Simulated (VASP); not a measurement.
# H2CO2 in VASP: further runs

Runs on H2CO2. Level: PBEsol. Tasks: single point.

Program: VASP 6.6.1. These are calculated values, not measurements. Logs are shortened: lines on timing, memory, paths and dates and some standing lists are left out, and cuts for length are marked.

## 1. The cell of the first run

The cell holds a disordered packing, 40 atoms: a = 7.388 Å, b = 7.388 Å, c = 7.388 Å, α = 90.00°, β = 90.00°, γ = 90.00°.

## 2. Single point, PBEsol

Contents of INCAR:

```
SYSTEM = H2CO2
PREC = Accurate
ENCUT = 1000
EDIFF = 1E-6
ISMEAR = -1
SIGMA = 0.05
LREAL = Auto
LASPH = .TRUE.
NELM = 120
ALGO = Normal
ISIF = 2
LWAVE = .FALSE.
LCHARG = .TRUE.
GGA = PS
LELF = .TRUE.
LVHAR = .TRUE.
NBANDS = 98
GGA_COMPAT = .FALSE.
```

Contents of KPOINTS:

```
Automatic mesh
0
G
  1 1 1
  0 0 0
```

Contents of POSCAR:

```
H2CO2
1.0
    7.3876590000      0.0000000000      0.0000000000
    0.0000000000      7.3876590000      0.0000000000
    0.0000000000      0.0000000000      7.3876590000
O C H
16 8 16
Direct
    0.3753421754      0.0620900342      0.7991300086
    0.4530528548      0.2122729271      1.0460147118
    0.0166358518      0.7884771076      0.9729604466
    0.1056220922      0.5596495453      0.7922942843
    0.4735058833      0.1340343402      0.3775350216
    0.7201740091      0.2974013825      0.4201060173
    0.9546596561     -0.0456572238      0.4761318843
    1.0673746582      0.1105898364      0.7200521843
    0.1164915706      0.6021799328      0.3750985258
    0.3875517265      0.5228313868      0.4740202546
    0.7511445777      0.4960299332      0.7867444883
    0.7738039885      0.7916039438      0.7478417723
   -0.0946849333      0.0888914878      0.0901638801
    0.0928440254      0.3039122407      0.2013763765
    0.7125531917      0.7814789502      0.2883051316
    0.4935528291      0.7421566155      0.0811082374
    0.4916983851      0.1137978892      0.9177196728
    0.1236792332      0.6480808061      0.9320273174
    0.5868976898      0.2300458102      0.4861891974
    1.0733440729      0.0664215823      0.5606782879
    0.2702073823      0.6345582545      0.4440919647
    0.6965806083      0.6515595806      0.7252229698
   -0.0595452497      0.2494294877      0.1567208232
    0.5782345937      0.6875385017      0.2099311839
    0.2459371771      0.1121058782      0.7861082922
    0.6299153764      0.0593963528      0.9147552696
   -0.0793620821      0.8023651335      0.8628985176
    0.2296803358      0.6358306468      1.0380419562
    0.5067505146      0.1541489665      0.2437849392
    0.5545464402      0.2267565409      0.6211439916
    0.8432305822     -0.0699274290      0.5547765537
    1.1916630153      0.0966476661      0.4740743989
    0.0862654868      0.4774178126      0.3068089634
    0.2842172331      0.7931876661      0.4800167414
    0.8909182192      0.4742232959      0.7978576163
    0.5621807937      0.6519521272      0.6556745513
    0.0057934455     -0.0048729916      0.0857105072
   -0.1859723087      0.3251368262      0.1368633826
    0.7356592934      0.8852330623      0.2091731630
    0.5781804493      0.5453419006      0.2412130825
```

Potentials or basis: VASP PAW PBE potentials, release 64 (O_h, C_h, H_h).

Started as:

```console
cat potpaw_PBE.64/O_h/POTCAR potpaw_PBE.64/C_h/POTCAR potpaw_PBE.64/H_h/POTCAR > POTCAR
mpirun -np 1 vasp_gam > vasp.out
```

OUTCAR:

```text
SYSTEM = H2CO2
   PREC = Accurate
   ENCUT = 1000
   EDIFF = 1E-6
   ISMEAR = -1
   LREAL = Auto
   LASPH = .TRUE.
   NELM = 120
   ISIF = 2
   GGA = PS

 ion  position               nearest neighbor table
   1  0.375  0.062  0.799-  25 1.03  17 1.29
   2  0.453  0.212  0.046-  17 1.23
   3  0.017  0.788  0.973-  27 1.08  18 1.34
   4  0.106  0.560  0.792-  18 1.23
   5  0.474  0.134  0.378-  29 1.03  19 1.36
   6  0.720  0.297  0.420-  19 1.21
   7  0.955  0.954  0.476-  31 1.02  20 1.36
   8  0.067  0.111  0.720-  20 1.22
   9  0.116  0.602  0.375-  33 1.07  21 1.27
  10  0.388  0.523  0.474-  21 1.22
  11  0.751  0.496  0.787-  35 1.05  22 1.30
  12  0.774  0.792  0.748-  22 1.19
  13  0.905  0.089  0.090-  37 1.02  23 1.31
  14  0.093  0.304  0.201-  23 1.24
  15  0.713  0.781  0.288-  39 0.98  24 1.34
  16  0.494  0.742  0.081-  24 1.21
  17  0.492  0.114  0.918-  26 1.10   2 1.23   1 1.29
  18  0.124  0.648  0.932-  28 1.11   4 1.23   3 1.34
  19  0.587  0.230  0.486-  30 1.03   6 1.21   5 1.36
  20  0.073  0.066  0.561-  32 1.11   8 1.22   7 1.36
  21  0.270  0.635  0.444-  10 1.22   9 1.27
  22  0.697  0.652  0.725-  36 1.12  12 1.19  11 1.30
  23  0.940  0.249  0.157-  38 1.10  14 1.24  13 1.31
  24  0.578  0.688  0.210-  40 1.08  16 1.21  15 1.34
  25  0.246  0.112  0.786-   1 1.03
  26  0.630  0.059  0.915-  17 1.10
  27  0.921  0.802  0.863-   3 1.08
  28  0.230  0.636  0.038-  18 1.11
  29  0.507  0.154  0.244-   5 1.03
  30  0.555  0.227  0.621-  19 1.03
  31  0.843  0.930  0.555-   7 1.02
  32  0.192  0.097  0.474-  20 1.11
  33  0.086  0.477  0.307-   9 1.07
  34  0.284  0.793  0.480-
  35  0.891  0.474  0.798-  11 1.05
  36  0.562  0.652  0.656-  22 1.12
  37  0.006  0.995  0.086-  13 1.02
  38  0.814  0.325  0.137-  23 1.10
  39  0.736  0.885  0.209-  15 0.98
  40  0.578  0.545  0.241-  24 1.08

  LATTYP: Found a simple cubic cell.
 ALAT       =     7.3876590000

  Lattice vectors:

 A1 = (   7.3876590000,   0.0000000000,   0.0000000000)
 A2 = (   0.0000000000,   7.3876590000,   0.0000000000)
 A3 = (   0.0000000000,   0.0000000000,   7.3876590000)

Analysis of symmetry for initial positions (statically):
=====================================================================
 Subroutine PRICEL returns:
 Original cell was already a primitive cell.

 Routine SETGRP: Setting up the symmetry group for a
 simple cubic supercell.

 Subroutine GETGRP returns: Found  1 space group operations
 (whereof  1 operations were pure point group operations)
 out of a pool of 48 trial point group operations.

The static configuration has the point symmetry C_1 .

Analysis of symmetry for dynamics (positions and initial velocities):
=====================================================================
 Subroutine PRICEL returns:
 Original cell was already a primitive cell.

 Routine SETGRP: Setting up the symmetry group for a
 simple cubic supercell.

 Subroutine GETGRP returns: Found  1 space group operations
 (whereof  1 operations were pure point group operations)
 out of a pool of 48 trial point group operations.

The dynamic configuration has the point symmetry C_1 .

 Subroutine INISYM returns: Found  1 space group operations
 (whereof  1 operations are pure point group operations),
 and found     1 'primitive' translations

----------------------------------------------------------------------------------------

                                     Primitive cell

  volume of cell :     403.2000

  direct lattice vectors                    reciprocal lattice vectors
     7.387659000  0.000000000  0.000000000     0.135360877  0.000000000  0.000000000
     0.000000000  7.387659000  0.000000000     0.000000000  0.135360877  0.000000000
     0.000000000  0.000000000  7.387659000     0.000000000  0.000000000  0.135360877

  length of vectors
     7.387659000  7.387659000  7.387659000     0.135360877  0.135360877  0.135360877

  position of ions in fractional coordinates (direct lattice)
     0.375342175  0.062090034  0.799130009
     0.453052855  0.212272927  0.046014712
     0.016635852  0.788477108  0.972960447
     0.105622092  0.559649545  0.792294284
     0.473505883  0.134034340  0.377535022
     0.720174009  0.297401382  0.420106017
[... 32 lines left out ...]
     0.735659293  0.885233062  0.209173163
     0.578180449  0.545341901  0.241213083

  ion indices of the primitive-cell ions
   primitive index   ion index
                 1           1
                 2           2
                 3           3
                 4           4
                 5           5
                 6           6
[... 32 lines left out ...]
                39          39
                40          40

----------------------------------------------------------------------------------------

 KPOINTS: Automatic mesh

Automatic generation of k-mesh.
 Grid dimensions read from file:
 generate k-points for:    1    1    1

 Generating k-lattice:

  Cartesian coordinates                     Fractional coordinates (reciprocal lattice)
     0.135360877  0.000000000  0.000000000     1.000000000  0.000000000  0.000000000
     0.000000000  0.135360877  0.000000000     0.000000000  1.000000000  0.000000000
     0.000000000  0.000000000  0.135360877     0.000000000  0.000000000  1.000000000

  Length of vectors
     0.135360877  0.135360877  0.135360877

  Shift w.r.t. Gamma in fractional coordinates (k-lattice)
     0.000000000  0.000000000  0.000000000

 Subroutine IBZKPT returns following result:
 ===========================================

 Found      1 irreducible k-points:

 Following reciprocal coordinates:
            Coordinates               Weight
  0.000000  0.000000  0.000000      1.000000
   k-points           NKPTS =      1   k-points in BZ     NKDIM =      1   number of bands    NBANDS=     98
   number of dos      NEDOS =    301   number of ions     NIONS =     40
   total plane-waves  NPLWV = 512000
   dimension x,y,z NGX =    80 NGY =   80 NGZ =   80
   dimension x,y,z NGXF=   160 NGYF=  160 NGZF=  160
   ions per type =              16   8  16
   NGX,Y,Z   is equivalent  to a cutoff of  18.00, 18.00, 18.00 a.u.
   NGXF,Y,Z  is equivalent  to a cutoff of  36.01, 36.01, 36.01 a.u.
 SYSTEM =  H2CO2
   PREC   = accura    normal or accurate (medium, high low for compatibility)
   ISTART =      0    job   : 0-new  1-cont  2-samecut
   ICHARG =      2    charge: 1-file 2-atom 10-const
   ISPIN  =      1    spin polarized calculation?
   LNONCOLLINEAR =      F non collinear calculations
   LSORBIT =      F    spin-orbit coupling
   LASPH  =      T    aspherical Exc in radial PAW
   ENCUT  = 1000.0 eV  73.50 Ry    8.57 a.u.  19.05 19.05 19.05*2*pi/ulx,y,z
   NELM   =    120;   NELMIN=  2; NELMDL= -5     # of ELM steps
   EDIFF  = 0.1E-05   stopping-criterion for ELM
   LREAL  =      T    real-space projection
   EDIFFG = 0.1E-04   stopping-criterion for IOM
   NSW    =      0    number of steps for IOM
   IBRION =     -1    ionic relax: 0-MD 1-quasi-New 2-CG
   NFREE  =      0    steps in history (QN), initial steepest desc. (CG)
   ISIF   =      2    stress and relaxation
   ISYM   =      2    0-nonsym 1-usesym 2-fastsym
   POTIM  = 0.5000    time-step for ionic-motion
   TEBEG  =    0.0;   TEEND  =   0.0 temperature during run
   PSTRESS=    0.0 pullay stress
   NELECT =     144.0000    total number of electrons
   NUPDOWN=      -1.0000    fix difference up-down
   EMIN   =  10.00;   EMAX   =-10.00  energy-range for DOS
   EFERMI =   0.00;   METHOD = LEGACY
   ISMEAR =    -1;   SIGMA  =   0.05  broadening in eV -4-tet -1-fermi 0-gaus
   EFERMI_NEDOS =   21; number of points for ismear=-14 and -15
   IALGO  =     38    algorithm
   IMIX   =      4    mixing-type and parameters
     AMIX     =   0.40;   BMIX     =  1.00
     AMIX_MAG =   1.60;   BMIX_MAG =  1.00
  volume/ion in A,a.u.               =      10.08        68.02
  Fermi-wavevector in a.u.,A,eV,Ry     =   1.161508  2.194932 18.355627  1.349101
  Thomas-Fermi vector in A             =   2.298079
   LORBIT       =      0    0 simple, 1 ext, 2 COOP (PROOUT), +10 PAW based schemes
   GGA     = PS    functional components
   LHFCALC =     F    Hartree Fock is set to
   AEXX    =    0.0000 exact exchange contribution
   IVDW    =     0    specifies the selected vdW correction
   LEPSILON=     F    determine dielectric tensor
   LRPA    =     F    only Hartree local field effects (RPA)
 non-spin polarized calculation
  energy-cutoff  :     1000.00
  volume of cell :      403.20
 maximum number of plane-waves:     14444
 NGX is ok and might be reduce to    80
   NGX = 39   NGY = 39   NGZ = 39

 number of electron     144.0000000 magnetization

 Free energy of the ion-electron system (eV)
  ---------------------------------------------------
  ext. energy  EPLUGINS =         0.00000000
  ---------------------------------------------------
  free energy    TOTEN  =      -246.18110914 eV

  energy without entropy =     -246.18110914  energy(sigma->0) =     -246.18110914

 E-fermi :   0.2075     XC(G=0):  -8.1516

 val. band max:       -0.9904840816   @ k =   0.0000   0.0000   0.0000
 cond. band min:       3.0162300000   @ k =   0.0000   0.0000   0.0000
 fundamental gap:      4.0067140817
 Fermi energy:         0.2075212176

 k-point     1 :       0.0000    0.0000    0.0000
  band No.  band energies     occupation
      1     -23.6182      2.00000
      2     -23.0935      2.00000
      3     -22.9150      2.00000
      4     -22.6863      2.00000
      5     -22.4646      2.00000
      6     -22.4012      2.00000
[... 76 lines left out ...]
     83       6.5843      0.00000
     84       6.6592      0.00000
 [bands above 84 left out]

------------------------ aborting loop because EDIFF is reached ----------------------------------------

  FORCE on cell =-STRESS in cart. coord.  units (eV):
  Direction    XX          YY          ZZ          XY          YZ          ZX
  --------------------------------------------------------------------------------------
  -------------------------------------------------------------------------------------
  Total        5.6267266      4.5114664      6.8165778     -0.2505050     -2.4269963     -1.4033766
  in kB       22.3586653     17.9270068     27.0867222     -0.9954200     -9.6440439     -5.5765330
  external PRESSURE =      22.4574648 kB  Pullay stress =       0.0000000 kB

 VOLUME and BASIS-vectors are now :
 -----------------------------------------------------------------------------
  energy-cutoff  :     1000.00
  volume of cell :      403.20
      direct lattice vectors                 reciprocal lattice vectors
     7.387659000  0.000000000  0.000000000     0.135360877  0.000000000  0.000000000
     0.000000000  7.387659000  0.000000000     0.000000000  0.135360877  0.000000000
     0.000000000  0.000000000  7.387659000     0.000000000  0.000000000  0.135360877

 POSITION                                       TOTAL-FORCE (eV/Angst)
 -----------------------------------------------------------------------------------
      2.77290      0.45870      5.90370         1.332643     -1.097776     -1.052715
      3.34700      1.56820      0.33994         0.215421      0.601959      0.329870
      0.12290      5.82500      7.18790         0.280199     -0.438395     -0.594950
      0.78030      4.13450      5.85320         0.067312     -0.374319      0.638972
      3.49810      0.99020      2.78910         0.127171      0.171447      1.335088
      5.32040      2.19710      3.10360         1.177387      0.930685      0.459980
[... 32 lines left out ...]
      5.43480      6.53980      1.54530         0.046086      0.565261      0.105345
      4.27140      4.02880      1.78200        -0.102041     -0.745959      1.017251
 -----------------------------------------------------------------------------------
    total drift:                               -0.002516      0.004401      0.001867

  FREE ENERGIE OF THE ION-ELECTRON SYSTEM (eV)
  ---------------------------------------------------
  free  energy   TOTEN  =      -246.1811091368 eV

  energy  without entropy=     -246.1811091367  energy(sigma->0) =     -246.18110914
```

Run time: 4.3 min. Hardware: 1 thread of Intel Xeon Platinum 8375C at 2.90GHz (Ice Lake), shared host; peak memory 0.94 GiB.

Results:

| Property | Result |
| --- | --- |
| Free energy | -246.1811 eV |
| Pressure | 2.2 GPa |
| Largest force | 4.942 eV/Å |
| Band gap on the k mesh | 4.01 eV |

Forces on the atoms (eV/Å):
```
O    1.333 -1.098 -1.053
O    0.215  0.602  0.330
O    0.280 -0.438 -0.595
O    0.067 -0.374  0.639
O    0.127  0.171  1.335
O    1.177  0.931  0.460
O    0.194  1.740  1.200
O   -1.057  0.301  0.126
O   -2.469 -0.101 -1.463
O    0.643  0.114  0.387
O    0.674 -1.411 -0.216
O    1.653  3.577 -0.178
O    0.265 -1.053  0.299
O   -1.460 -0.232  0.276
O   -0.538 -0.671  0.189
O   -0.730  0.818 -0.375
C   -0.698  0.305  1.305
C   -0.230  1.025  0.244
C   -0.242 -1.344 -4.750
C   -0.643 -1.774 -1.009
C    0.624  1.466  1.002
C   -1.945 -2.553 -0.096
C    0.775  0.225 -1.193
C    1.604 -0.019 -1.202
H   -0.201  0.413  0.475
H    0.179 -0.399 -0.804
H    0.291 -0.287  0.646
H    0.077 -0.467 -0.349
H   -0.378  0.315  0.335
H   -0.853  0.064  2.802
H    1.104 -0.058 -0.327
H   -0.033  0.125 -0.226
H    1.141  0.428  0.691
H    0.020 -1.975 -0.376
H   -1.020  1.247 -0.228
H    0.220 -0.564  0.116
H   -0.270  0.425 -0.013
H    0.157  0.708  0.470
H    0.046  0.565  0.105
H   -0.102 -0.746  1.017
```

Caveat: the k points lie up to 0.85 Å⁻¹ apart; the PAW data sets were made with another functional, which shifts forces and pressure a little.

(Part 1 of 2 ends here.)
